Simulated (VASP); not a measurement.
# MgO (P-4m2) in VASP: a series of runs, part 3 of 3

VASP 6.6.1.

### 5 Single point, LDA (atoms displaced along several vibrational modes)

INCAR reads:

```
ALGO     = Normal         # electronic algorithm
EDIFF    = 1E-6           # SCF threshold, eV
ENCUT    = 520            # plane-wave cutoff, eV
GGA      = CA             # functional
ISIF     = 2              # what is computed and relaxed
ISMEAR   = 0              # smearing method
LASPH    = T              # aspherical terms in the spheres
LCHARG   = F              # write CHGCAR
LREAL    = F              # projectors in reciprocal space
LWAVE    = F              # write WAVECAR
NBANDS   = 36             # bands
NELM     = 100            # most SCF steps
PREC     = Accurate       # precision mode
SIGMA    = 0.05           # smearing width, eV
```

KPOINTS reads:

```
k-points
0
Gamma
  4 4 4
```

POSCAR reads:

```
MgO
1.0
    5.5230736673      0.0000000000      0.0000000000
    0.0000000000      5.5230736673      0.0000000000
    0.0000000000      0.0000000000      5.5230736673
Mg O
6 6
Direct
    0.2500000000     -0.0237820911      0.5000000000
    0.0000000000      0.5237820911      0.2500000000
    0.5000000000      0.7500000000      0.0000000000
    0.7500000000     -0.0237820911      0.5000000000
    0.0000000000      0.5237820911      0.7500000000
    0.5000000000      0.2500000000      0.0000000000
    0.2500000000      0.4820417552      0.0000000000
    0.5000000000      0.0179582448      0.2500000000
    0.0000000000      0.7500000000      0.5000000000
    0.7500000000      0.4820417552      0.0000000000
    0.5000000000      0.0179582448      0.7500000000
    0.0000000000      0.2500000000      0.5000000000
```

Potentials or basis: VASP PAW LDA potentials, release 64 (Mg, O).

On the command line:

```bash
$ cat potpaw_LDA.64/Mg/POTCAR potpaw_LDA.64/O/POTCAR > POTCAR
$ mpirun -np 1 vasp_std > vasp.out
```

OUTCAR:

```text
EDIFF = 1E-6
   ENCUT = 520
   GGA = CA
   ISIF = 2
   ISMEAR = 0
   LASPH = T
   LREAL = F
   NELM = 100
   PREC = Accurate

 ion  position               nearest neighbor table
   1  0.250  0.976  0.500-   9 1.86   8 1.97  11 1.97  12 2.05   4 2.76   4 2.76   5 3.17   2 3.17
                             3 3.33   3 3.33   6 3.44   6 3.44   2 3.60   5 3.60
   2  0.000  0.524  0.250-   9 1.86   7 1.97  10 1.97  12 2.05   5 2.76   5 2.76   1 3.17   4 3.17
                             3 3.33   3 3.33   6 3.44   6 3.44   1 3.60   4 3.60
   3  0.500  0.750  0.000-   7 2.02   8 2.02  10 2.02  11 2.02   6 2.76   6 2.76   4 3.33   5 3.33
                             1 3.33   1 3.33   4 3.33   2 3.33   2 3.33   5 3.33
   4  0.750  0.976  0.500-   9 1.86   8 1.97  11 1.97  12 2.05   1 2.76   1 2.76   5 3.17   2 3.17
                             3 3.33   3 3.33   6 3.44   6 3.44   2 3.60   5 3.60
   5  0.000  0.524  0.750-   9 1.86   7 1.97  10 1.97  12 2.05   2 2.76   2 2.76   4 3.17   1 3.17
                             3 3.33   3 3.33   6 3.44   6 3.44   1 3.60   4 3.60
   6  0.500  0.250  0.000-   7 1.88   8 1.88  10 1.88  11 1.88   3 2.76   3 2.76   5 3.44   2 3.44
                             2 3.44   5 3.44   4 3.44   4 3.44   1 3.44   1 3.44
[... 916 lines left out ...]

  FORCE on cell =-STRESS in cart. coord.  units (eV):
  Direction    XX          YY          ZZ          XY          YZ          ZX
  --------------------------------------------------------------------------------------
  -------------------------------------------------------------------------------------
  Total        0.4797899     -0.7689952      0.4797899      0.0000000      0.0000000      0.0000000
  in kB        4.5626715     -7.3129351      4.5626715      0.0000000      0.0000000      0.0000000
  external PRESSURE =       0.6041360 kB  Pullay stress =       0.0000000 kB

 VOLUME and BASIS-vectors are now :
 -----------------------------------------------------------------------------
  energy-cutoff  :      520.00
  volume of cell :      168.48
      direct lattice vectors                 reciprocal lattice vectors
     5.523073667  0.000000000  0.000000000     0.181058603  0.000000000  0.000000000
     0.000000000  5.523073667  0.000000000     0.000000000  0.181058603  0.000000000
     0.000000000  0.000000000  5.523073667     0.000000000  0.000000000  0.181058603

 POSITION                                       TOTAL-FORCE (eV/Angst)
 -----------------------------------------------------------------------------------
      1.38077      5.39172      2.76154         0.432831      2.501313      0.000000
      0.00000      2.89289      1.38077        -0.000000     -2.501313     -0.432831
      2.76154      4.14231      0.00000        -0.000000      0.000000      0.000000
      4.14231      5.39172      2.76154        -0.432831      2.501313      0.000000
      0.00000      2.89289      4.14231        -0.000000     -2.501313      0.432831
      2.76154      1.38077      0.00000        -0.000000      0.000000      0.000000
      1.38077      2.66235      0.00000        -0.307955      1.902154      0.000000
      2.76154      0.09918      1.38077         0.000000     -1.902154      0.307955
      0.00000      4.14231      2.76154        -0.000000      0.000000      0.000000
      4.14231      2.66235      0.00000         0.307955      1.902154      0.000000
      2.76154      0.09918      4.14231         0.000000     -1.902154     -0.307955
      0.00000      1.38077      2.76154        -0.000000      0.000000      0.000000
 -----------------------------------------------------------------------------------
    total drift:                                0.000000      0.000000     -0.000000

  FREE ENERGIE OF THE ION-ELECTRON SYSTEM (eV)
  ---------------------------------------------------
  free  energy   TOTEN  =       -76.3934340512 eV

  energy  without entropy=      -76.3934340512  energy(sigma->0) =      -76.39343405
```

OSZICAR:

```text
N       E                     dE             d eps       ncg     rms          rms(c)
DAV:   1     0.258082072210E+03    0.25808E+03   -0.22121E+04  1296   0.116E+03
DAV:   2    -0.665867122543E+02   -0.32467E+03   -0.30762E+03  1720   0.257E+02
DAV:   3    -0.921493509642E+02   -0.25563E+02   -0.25421E+02  1616   0.767E+01
DAV:   4    -0.924040434558E+02   -0.25469E+00   -0.25444E+00  1544   0.882E+00
DAV:   5    -0.924066917642E+02   -0.26483E-02   -0.26477E-02  1556   0.882E-01    0.211E+01
DAV:   6    -0.773284251879E+02    0.15078E+02   -0.60061E+01  1496   0.365E+01    0.732E+00
DAV:   7    -0.767614984741E+02    0.56693E+00   -0.13839E+00  1372   0.590E+00    0.392E+00
DAV:   8    -0.763937792309E+02    0.36772E+00   -0.54561E-01  1480   0.490E+00    0.716E-01
DAV:   9    -0.763914761424E+02    0.23031E-02   -0.47097E-02  1572   0.109E+00    0.290E-01
DAV:  10    -0.763921761930E+02   -0.70005E-03   -0.31841E-03  1428   0.300E-01    0.127E-01
DAV:  11    -0.763933819025E+02   -0.12057E-02   -0.91207E-04  1380   0.141E-01    0.385E-02
DAV:  12    -0.763934191633E+02   -0.37261E-04   -0.13674E-04  1504   0.792E-02    0.307E-02
DAV:  13    -0.763934327762E+02   -0.13613E-04   -0.68746E-05  1408   0.416E-02    0.133E-02
DAV:  14    -0.763934340895E+02   -0.13134E-05   -0.12816E-05  1484   0.214E-02    0.333E-03
DAV:  15    -0.763934340512E+02    0.38367E-07   -0.26786E-06  1488   0.890E-03
   1 F= -.76393434E+02 E0= -.76393434E+02  d E =-.306859E-17
```

It took 2.8 min on 1 thread of Intel Xeon 8259CL, shared host; peak memory 0.26 GiB.

What came out:

```
Free energy            : -76.3934 eV
Pressure               : 0.1 GPa
Largest force          : 2.538 eV/Å
Band gap on the k mesh : 2.46 eV (least direct gap 2.50 eV)
```

Forces on the atoms (eV/Å):
```
Mg   0.433  2.501  0.000
Mg   0.000 -2.501 -0.433
Mg   0.000  0.000  0.000
Mg  -0.433  2.501  0.000
Mg   0.000 -2.501  0.433
Mg   0.000  0.000  0.000
O   -0.308  1.902  0.000
O    0.000 -1.902  0.308
O    0.000  0.000  0.000
O    0.308  1.902  0.000
O    0.000 -1.902 -0.308
O    0.000  0.000  0.000
```

Stress tensor (GPa, compression positive):
```
 0.46  0.00  0.00
 0.00 -0.73  0.00
 0.00  0.00  0.46
```

Caveat: the cell differs from its parent crystal (atoms displaced along several vibrational modes); forces of over 1 eV/Å act on the atoms, so gaps and moduli don't describe the material at rest.

### 6 Single point, LDA (atoms displaced along several vibrational modes)

Edit INCAR of step 5 so:

```diff
@@ -11,3 +11,3 @@
 NBANDS   = 36             # bands
-NELM     = 100            # most SCF steps
+NELM     = 60             # most SCF steps
 PREC     = Accurate       # precision mode
```

KPOINTS is that of step 5.

POSCAR reads:

```
MgO
1.0
    5.5230736673      0.0000000000      0.0000000000
    0.0000000000      5.5230736673      0.0000000000
    0.0000000000      0.0000000000      5.5230736673
Mg O
6 6
Direct
    0.2500000000     -0.0184408449      0.5000000000
    0.0000000000      0.5184408449      0.2500000000
    0.5000000000      0.7500000000      0.0000000000
    0.7500000000     -0.0184408449      0.5000000000
    0.0000000000      0.5184408449      0.7500000000
    0.5000000000      0.2500000000      0.0000000000
    0.2500000000      0.4924707307      0.0000000000
    0.5000000000      0.0075292693      0.2500000000
    0.0000000000      0.7500000000      0.5000000000
    0.7500000000      0.4924707307      0.0000000000
    0.5000000000      0.0075292693      0.7500000000
    0.0000000000      0.2500000000      0.5000000000
```

Potentials or basis: VASP PAW LDA potentials, release 64 (Mg, O).

On the command line:

```bash
$ cat potpaw_LDA.64/Mg/POTCAR potpaw_LDA.64/O/POTCAR > POTCAR
$ mpirun -np 1 vasp_std > vasp.out
```

OUTCAR:

```text
EDIFF = 1E-6
   ENCUT = 520
   GGA = CA
   ISIF = 2
   ISMEAR = 0
   LASPH = T
   LREAL = F
   NELM = 60
   PREC = Accurate

 ion  position               nearest neighbor table
   1  0.250  0.982  0.500-   9 1.88   8 1.96  11 1.96  12 2.03   4 2.76   4 2.76   5 3.22   2 3.22
                             3 3.34   3 3.34   6 3.43   6 3.43   2 3.55   5 3.55
   2  0.000  0.518  0.250-   9 1.88   7 1.96  10 1.96  12 2.03   5 2.76   5 2.76   1 3.22   4 3.22
                             3 3.34   3 3.34   6 3.43   6 3.43   1 3.55   4 3.55
[... 934 lines left out ...]
 -----------------------------------------------------------------------------
  energy-cutoff  :      520.00
  volume of cell :      168.48
      direct lattice vectors                 reciprocal lattice vectors
     5.523073667  0.000000000  0.000000000     0.181058603  0.000000000  0.000000000
     0.000000000  5.523073667  0.000000000     0.000000000  0.181058603  0.000000000
     0.000000000  0.000000000  5.523073667     0.000000000  0.000000000  0.181058603

 POSITION                                       TOTAL-FORCE (eV/Angst)
 -----------------------------------------------------------------------------------
      1.38077      5.42122      2.76154         0.244866      1.792437      0.000000
      0.00000      2.86339      1.38077        -0.000000     -1.792437     -0.244866
      2.76154      4.14231      0.00000        -0.000000     -0.000000      0.000000
      4.14231      5.42122      2.76154        -0.244866      1.792437      0.000000
      0.00000      2.86339      4.14231        -0.000000     -1.792437      0.244866
      2.76154      1.38077      0.00000        -0.000000     -0.000000      0.000000
      1.38077      2.71995      0.00000        -0.081775      0.987393      0.000000
      2.76154      0.04158      1.38077         0.000000     -0.987393      0.081775
      0.00000      4.14231      2.76154        -0.000000     -0.000000      0.000000
      4.14231      2.71995      0.00000         0.081775      0.987393      0.000000
      2.76154      0.04158      4.14231         0.000000     -0.987393     -0.081775
      0.00000      1.38077      2.76154        -0.000000      0.000000      0.000000
 -----------------------------------------------------------------------------------
    total drift:                                0.000000      0.000000      0.000000

  FREE ENERGIE OF THE ION-ELECTRON SYSTEM (eV)
  ---------------------------------------------------
  free  energy   TOTEN  =       -76.9794469230 eV

  energy  without entropy=      -76.9794469230  energy(sigma->0) =      -76.97944692
```

Wall time 2.3 min (1 thread of Intel Xeon 8259CL, shared host); peak memory 0.25 GiB.

What came out:

* Free energy: -76.9794 eV
* Pressure: -0.4 GPa
* Largest force: 1.809 eV/Å
* Band gap on the k mesh: 2.67 eV (least direct gap 2.69 eV)

Forces on the atoms (eV/Å):
```
Mg   0.245  1.792  0.000
Mg   0.000 -1.792 -0.245
Mg   0.000  0.000  0.000
Mg  -0.245  1.792  0.000
Mg   0.000 -1.792  0.245
Mg   0.000  0.000  0.000
O   -0.082  0.987  0.000
O    0.000 -0.987  0.082
O    0.000  0.000  0.000
O    0.082  0.987  0.000
O    0.000 -0.987 -0.082
O    0.000  0.000  0.000
```

Caveat: the cell differs from its parent crystal (atoms displaced along several vibrational modes); forces of over 1 eV/Å act on the atoms, so gaps and moduli don't describe the material at rest.

### 7 Summary

```tsv
cell	gap on the mesh (eV)	pressure (GPa)	largest force (eV/Å)
as given, atomic positions A	2.74	-0.5	1.28
as given, atomic positions B	2.76	-0.5	1.38
as given, atomic positions C	2.77	-0.1	1.79
as given, atomic positions D	2.46	0.1	2.54
as given, atomic positions E	2.67	-0.4	1.81
```

Alike in all rows: task single point; level LDA; potentials or basis VASP PAW LDA potentials, release 64 (Mg, O); no spin polarisation; k mesh 4 × 4 × 4; cutoff (eV) 520; smearing gaussian 0.05 eV.

Caveats: forces of over 1 eV/Å act on the atoms, so gaps and moduli don't describe the material at rest.

Absolute energies hang on the potentials; compare differences alone.
